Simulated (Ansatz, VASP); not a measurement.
**Two plane-wave programs on CuO**

```
CELL_PARAMETERS angstrom
2.34465 -1.71340 0.00000
2.34465 1.71340 0.00000
-0.86055 0.00000 5.05944
ATOMIC_POSITIONS crystal
Cu 0.00320 0.49680 0.00000
Cu 0.49680 0.00320 0.50000
O 0.57140 0.40560 0.25370
O 0.40560 0.57140 0.75370
```

Alike in both runs: task single point; functional PBE; k mesh 7 × 7 × 4; occupations fermi-dirac, width 0.05 eV; collinear spin; Hubbard terms Cu d U = 4.0 eV.

```csv
,VASP,Ansatz
version,VASP 6.6.1,Ansatz 0.2.0
potentials or method,"VASP PAW PBE potentials, release 64 (Cu, O), cutoff 520 eV","PAW, plane waves, scalar-relativistic"
valence electrons in the cell,34,50
```

VASP gave:

| Item | Value |
| --- | --- |
| pressure (GPa) | 4.1 |
| traceless stress, the component that is largest in VASP (GPa) | -0.74 |
| rms of the force components (eV/Å) | 0.427 |
| net moment per atom (μB) | 0.00 |
| size of the moment on the site where the two differ most (μB) | 0.57 |

Question: What did Ansatz give for the same quantities?

Answer: Pressure (GPa): 7.6; traceless stress, the component that is largest in VASP (GPa): -1.58; rms of the force components (eV/Å): 0.458; net moment per atom (μB): 0.00; size of the moment on the site where the two differ most (μB): 0.53.

Site moments also hang on the region over which each program counts them. The programs project onto different local orbitals, so the same U acts differently, and such runs can settle in different states. Atom by atom the forces differ by 0.031 eV/Å (rms over components). VASP's potentials hold 34 valence electrons a cell and Ansatz's 50, so a difference there can come from the potentials and not from the codes.
